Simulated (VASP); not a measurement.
# Lu4C3 (Pm-3m) in VASP: relaxation of cell and atoms with PBE

Aim: the relaxation of cell and atoms of Lu4C3 with PBE.

All numbers are computed with VASP 6.6.1; they aren't measurements. Logs are shortened: lines on timing, memory, paths and dates and some standing lists are left out, and cuts for length are marked.

## (1) The cell of the first run

It takes space group Pm-3m (No. 221, cubic). Conventional cell: a = 4.893 Å, b = 4.893 Å, c = 4.893 Å, α = 90.00°, β = 90.00°, γ = 90.00°. Lu (site symmetry m-3m) has 6 C at 2.45 Å within 3.2 Å. Within 3.2 Å of Lu (site symmetry 4/mmm) lie 4 C at 2.45 Å. Within 3.2 Å of C (site symmetry 4/mmm) lie 6 Lu at 2.45 Å.

## (2) Relaxation of cell and atoms, PBE

File INCAR:

```
ALGO = Normal
EDIFF = 1E-7
EDIFFG = -0.01
ENCUT = 600
GGA = PE
IBRION = 2
ISIF = 3
ISMEAR = 0
LASPH = T
LCHARG = F
LREAL = F
LWAVE = F
NELM = 100
NSW = 100
PREC = Accurate
SIGMA = 0.1
```

File KPOINTS:

```
k-points
0
Gamma
  8 8 8
```

File POSCAR:

```
Lu4C3
1.0
    4.8925001641      0.0000000000      0.0000000000
    0.0000000000      4.8925001641      0.0000000000
    0.0000000000      0.0000000000      4.8925001641
Lu C
4 3
Direct
    0.5000000000      0.5000000000      0.5000000000
    0.5000000000      0.0000000000      0.0000000000
    0.0000000000      0.5000000000      0.0000000000
    0.0000000000      0.0000000000      0.5000000000
    0.5000000000      0.5000000000      0.0000000000
    0.0000000000      0.5000000000      0.5000000000
    0.5000000000      0.0000000000      0.5000000000
```

Potentials or basis: VASP PAW PBE potentials, release 64 (Lu, C).

On the command line:

```
> cat potpaw_PBE.64/Lu/POTCAR potpaw_PBE.64/C/POTCAR > POTCAR
> mpirun -np 1 vasp_std > vasp.out
```

OUTCAR:

```text
EDIFF = 1E-7
   EDIFFG = -0.01
   ENCUT = 600
   GGA = PE
   IBRION = 2
   ISIF = 3
   ISMEAR = 0
   LASPH = T
   LREAL = F
   NELM = 100
   NSW = 100
   PREC = Accurate

 ion  position               nearest neighbor table
   1  0.500  0.500  0.500-   5 2.45   6 2.45   7 2.45   5 2.45   7 2.45   6 2.45   2 3.46   3 3.46
                             2 3.46   2 3.46   4 3.46   3 3.46   2 3.46   3 3.46   4 3.46   4 3.46
   2  0.500  0.000  0.000-   5 2.45   7 2.45   7 2.45   5 2.45   3 3.46   1 3.46   4 3.46   4 3.46
                             1 3.46   3 3.46   1 3.46   1 3.46   3 3.46   4 3.46   4 3.46   3 3.46
   3  0.000  0.500  0.000-   5 2.45   6 2.45   6 2.45   5 2.45   2 3.46   1 3.46   4 3.46   4 3.46
                             2 3.46   4 3.46   4 3.46   1 3.46   2 3.46   1 3.46   1 3.46   2 3.46
   4  0.000  0.000  0.500-   6 2.45   7 2.45   6 2.45   7 2.45   2 3.46   2 3.46   3 3.46   1 3.46
                             3 3.46   3 3.46   3 3.46   1 3.46   2 3.46   1 3.46   2 3.46   1 3.46
   5  0.500  0.500  0.000-   1 2.45   2 2.45   3 2.45   1 2.45   2 2.45   3 2.45
   6  0.000  0.500  0.500-   1 2.45   3 2.45   4 2.45   3 2.45   4 2.45   1 2.45
   7  0.500  0.000  0.500-   1 2.45   2 2.45   4 2.45   2 2.45   1 2.45   4 2.45

  LATTYP: Found a simple cubic cell.
 ALAT       =     4.8925001641

  Lattice vectors:

 A1 = (   4.8925001641,   0.0000000000,   0.0000000000)
 A2 = (   0.0000000000,   4.8925001641,   0.0000000000)
 A3 = (   0.0000000000,   0.0000000000,   4.8925001641)

Analysis of symmetry for initial positions (statically):
=====================================================================
 Subroutine PRICEL returns:
 Original cell was already a primitive cell.

 Routine SETGRP: Setting up the symmetry group for a
 simple cubic supercell.

 Subroutine GETGRP returns: Found 48 space group operations
 (whereof 48 operations were pure point group operations)
 out of a pool of 48 trial point group operations.

The static configuration has the point symmetry O_h .

Analysis of symmetry for dynamics (positions and initial velocities):
=====================================================================
 Subroutine PRICEL returns:
 Original cell was already a primitive cell.

 Routine SETGRP: Setting up the symmetry group for a
 simple cubic supercell.

 Subroutine GETGRP returns: Found 48 space group operations
 (whereof 48 operations were pure point group operations)
 out of a pool of 48 trial point group operations.

The dynamic configuration has the point symmetry O_h .

 Subroutine INISYM returns: Found 48 space group operations
 (whereof 48 operations are pure point group operations),
 and found     1 'primitive' translations

----------------------------------------------------------------------------------------

                                     Primitive cell

  volume of cell :     117.1096

  direct lattice vectors                    reciprocal lattice vectors
     4.892500164  0.000000000  0.000000000     0.204394474  0.000000000  0.000000000
     0.000000000  4.892500164  0.000000000     0.000000000  0.204394474  0.000000000
     0.000000000  0.000000000  4.892500164     0.000000000  0.000000000  0.204394474

  length of vectors
     4.892500164  4.892500164  4.892500164     0.204394474  0.204394474  0.204394474

  position of ions in fractional coordinates (direct lattice)
     0.500000000  0.500000000  0.500000000
     0.500000000  0.000000000  0.000000000
     0.000000000  0.500000000  0.000000000
     0.000000000  0.000000000  0.500000000
     0.500000000  0.500000000  0.000000000
     0.000000000  0.500000000  0.500000000
     0.500000000  0.000000000  0.500000000

  ion indices of the primitive-cell ions
   primitive index   ion index
                 1           1
                 2           2
                 3           3
                 4           4
                 5           5
                 6           6
                 7           7

----------------------------------------------------------------------------------------

 KPOINTS: k-points

Automatic generation of k-mesh.
 Grid dimensions read from file:
 generate k-points for:    8    8    8

 Generating k-lattice:

  Cartesian coordinates                     Fractional coordinates (reciprocal lattice)
     0.025549309  0.000000000  0.000000000     0.125000000  0.000000000  0.000000000
     0.000000000  0.025549309  0.000000000     0.000000000  0.125000000  0.000000000
     0.000000000  0.000000000  0.025549309     0.000000000  0.000000000  0.125000000

  Length of vectors
     0.025549309  0.025549309  0.025549309

  Shift w.r.t. Gamma in fractional coordinates (k-lattice)
     0.000000000  0.000000000  0.000000000

 Subroutine IBZKPT returns following result:
 ===========================================

 Found     35 irreducible k-points:

 Following reciprocal coordinates:
            Coordinates               Weight
  0.000000  0.000000  0.000000      1.000000
  0.125000  0.000000  0.000000      6.000000
  0.250000  0.000000  0.000000      6.000000
  0.375000  0.000000  0.000000      6.000000
  0.500000  0.000000  0.000000      3.000000
  0.125000  0.125000  0.000000     12.000000
[... 16 lines left out ...]
  0.375000  0.375000  0.125000     24.000000
  0.500000  0.375000  0.125000     24.000000
 [... further k-points ...]
   k-points           NKPTS =     35   k-points in BZ     NKDIM =     35   number of bands    NBANDS=     67
   number of dos      NEDOS =    301   number of ions     NIONS =      7
   total plane-waves  NPLWV =  64000
   dimension x,y,z NGX =    40 NGY =   40 NGZ =   40
   dimension x,y,z NGXF=    80 NGYF=   80 NGZF=   80
   ions per type =               4   3
   NGX,Y,Z   is equivalent  to a cutoff of  13.59, 13.59, 13.59 a.u.
   NGXF,Y,Z  is equivalent  to a cutoff of  27.18, 27.18, 27.18 a.u.
 SYSTEM =  unknown system
   PREC   = accura    normal or accurate (medium, high low for compatibility)
   ISTART =      0    job   : 0-new  1-cont  2-samecut
   ICHARG =      2    charge: 1-file 2-atom 10-const
   ISPIN  =      1    spin polarized calculation?
   LNONCOLLINEAR =      F non collinear calculations
   LSORBIT =      F    spin-orbit coupling
   LASPH  =      T    aspherical Exc in radial PAW
   ENCUT  =  600.0 eV  44.10 Ry    6.64 a.u.   9.77  9.77  9.77*2*pi/ulx,y,z
   NELM   =    100;   NELMIN=  2; NELMDL= -5     # of ELM steps
   EDIFF  = 0.1E-06   stopping-criterion for ELM
   LREAL  =      F    real-space projection
   EDIFFG = -.1E-01   stopping-criterion for IOM
   NSW    =    100    number of steps for IOM
   IBRION =      2    ionic relax: 0-MD 1-quasi-New 2-CG
   NFREE  =      1    steps in history (QN), initial steepest desc. (CG)
   ISIF   =      3    stress and relaxation
   ISYM   =      2    0-nonsym 1-usesym 2-fastsym
   POTIM  = 0.5000    time-step for ionic-motion
   TEBEG  =    0.0;   TEEND  =   0.0 temperature during run
   PSTRESS=    0.0 pullay stress
   NELECT =     112.0000    total number of electrons
   NUPDOWN=      -1.0000    fix difference up-down
   EMIN   =  10.00;   EMAX   =-10.00  energy-range for DOS
   EFERMI =   0.00;   METHOD = LEGACY
   ISMEAR =     0;   SIGMA  =   0.10  broadening in eV -4-tet -1-fermi 0-gaus
   EFERMI_NEDOS =   21; number of points for ismear=-14 and -15
   IALGO  =     38    algorithm
   IMIX   =      4    mixing-type and parameters
     AMIX     =   0.40;   BMIX     =  1.00
     AMIX_MAG =   1.60;   BMIX_MAG =  1.00
  volume/ion in A,a.u.               =      16.73       112.90
  Fermi-wavevector in a.u.,A,eV,Ry     =   1.612934  3.048004 35.396329  2.601557
  Thomas-Fermi vector in A             =   2.708085
   LORBIT       =      0    0 simple, 1 ext, 2 COOP (PROOUT), +10 PAW based schemes
   GGA     = PE    functional components
   LHFCALC =     F    Hartree Fock is set to
   AEXX    =    0.0000 exact exchange contribution
   IVDW    =     0    specifies the selected vdW correction
   LEPSILON=     F    determine dielectric tensor
   LRPA    =     F    only Hartree local field effects (RPA)
 conjugate gradient relaxation of ions
 non-spin polarized calculation
 Gauss-broadening in eV      SIGMA  =   0.10
  energy-cutoff  :      600.00
  volume of cell :      117.11
 maximum number of plane-waves:      3948
 NGX is ok and might be reduce to    40
   NGX = 19   NGY = 19   NGZ = 19

--------------------------------------- Ionic step        1  -------------------------------------------

 number of electron     111.9999996 magnetization

 Free energy of the ion-electron system (eV)
  ---------------------------------------------------
  ext. energy  EPLUGINS =         0.00000000
  ---------------------------------------------------
  free energy    TOTEN  =       -47.29446003 eV

  energy without entropy =      -47.27085301  energy(sigma->0) =      -47.28265652

------------------------ aborting loop because EDIFF is reached ----------------------------------------

  FORCE on cell =-STRESS in cart. coord.  units (eV):
  Direction    XX          YY          ZZ          XY          YZ          ZX
  --------------------------------------------------------------------------------------
  -------------------------------------------------------------------------------------
  Total        0.2896590      0.2896590      0.2896590      0.0000000     -0.0000000     -0.0000000
  in kB        3.9628261      3.9628261      3.9628261      0.0000000     -0.0000000     -0.0000000
  external PRESSURE =       3.9628261 kB  Pullay stress =       0.0000000 kB
[... 67 lines left out ...]
  energy  without entropy=      -47.2709794041  energy(sigma->0) =      -47.28284824

--------------------------------------- Ionic step        3  -------------------------------------------

 number of electron     111.9999983 magnetization

 Free energy of the ion-electron system (eV)
  ---------------------------------------------------
  ext. energy  EPLUGINS =         0.00000000
  ---------------------------------------------------
  free energy    TOTEN  =       -47.29498536 eV

  energy without entropy =      -47.27130251  energy(sigma->0) =      -47.28314394

 E-fermi :   2.6151     XC(G=0): -11.6901

 val. band max:        2.6105368025   @ k =   0.2500   0.1250   0.0000
 cond. band min:       2.6281786972   @ k =   0.2500   0.2500   0.0000
 fundamental gap:      0.0176418947
 Fermi energy:         2.6150710424

 k-point     1 :       0.0000    0.0000    0.0000
  band No.  band energies     occupation
      1     -52.3342      2.00000
      2     -52.3038      2.00000
      3     -52.3038      2.00000
      4     -51.4264      2.00000
      5     -23.3367      2.00000
      6     -23.3367      2.00000
[... 1669 lines left out ...]
     66       8.7214      0.00000
     67       8.8456      0.00000

 [... further k-points ...]

------------------------ aborting loop because EDIFF is reached ----------------------------------------

  FORCE on cell =-STRESS in cart. coord.  units (eV):
  Direction    XX          YY          ZZ          XY          YZ          ZX
  --------------------------------------------------------------------------------------
  -------------------------------------------------------------------------------------
  Total       -0.0124915     -0.0124915     -0.0124915      0.0000000      0.0000000     -0.0000000
  in kB       -0.1702958     -0.1702958     -0.1702958      0.0000000      0.0000000     -0.0000000
  external PRESSURE =      -0.1702958 kB  Pullay stress =       0.0000000 kB
[... 22 lines left out ...]
  FREE ENERGIE OF THE ION-ELECTRON SYSTEM (eV)
  ---------------------------------------------------
  free  energy   TOTEN  =       -47.2949853629 eV

  energy  without entropy=      -47.2713025125  energy(sigma->0) =      -47.28314394

 reached required accuracy - stopping structural energy minimisation
```

Wall time 9.1 min (1 thread of Intel Xeon 6975P-C (Granite Rapids), shared host); peak memory 0.41 GiB.

What came out:

| Property | Result |
| --- | --- |
| Free energy | -47.2950 eV |
| Relaxed volume | 16.79 Å³/atom |
| Relaxed cell | a = 4.898 Å, b = 4.898 Å, c = 4.898 Å, α = 90.00°, β = 90.00°, γ = 90.00° |
| Space group after relaxing (to 0.05 Å) | Pm-3m (No. 221) |
| Energy gained by relaxing | 0.1 meV/atom |
| Ionic steps | 3 |
| Pressure after relaxing | 0.0 GPa |
| Band gap on the k mesh | zero (band 56 reaches 3.57 eV, above the bottom of band 57 at 2.36 eV) |

Step by step:
| step | energy change (eV) | largest force (eV/Å) | pressure (GPa) | volume (Å³) |
| --- | --- | --- | --- | --- |
| 1 | 0.0000 | 0.0000 | 0.40 | 117.11 |
| 2 | -0.0003 | 0.0000 | -0.28 | 117.81 |
| 3 | -0.0005 | 0.0000 | -0.02 | 117.52 |

Final structure:
```
CELL_PARAMETERS angstrom
4.89824 0.00000 0.00000
0.00000 4.89824 0.00000
0.00000 0.00000 4.89824
ATOMIC_POSITIONS crystal
Lu 0.50000 0.50000 0.50000
Lu 0.50000 0.00000 0.00000
Lu 0.00000 0.50000 0.00000
Lu 0.00000 0.00000 0.50000
C 0.50000 0.50000 0.00000
C 0.00000 0.50000 0.50000
C 0.50000 0.00000 0.50000
```

Caveat: spin-orbit coupling is left out, which moves the levels of the heavy elements.
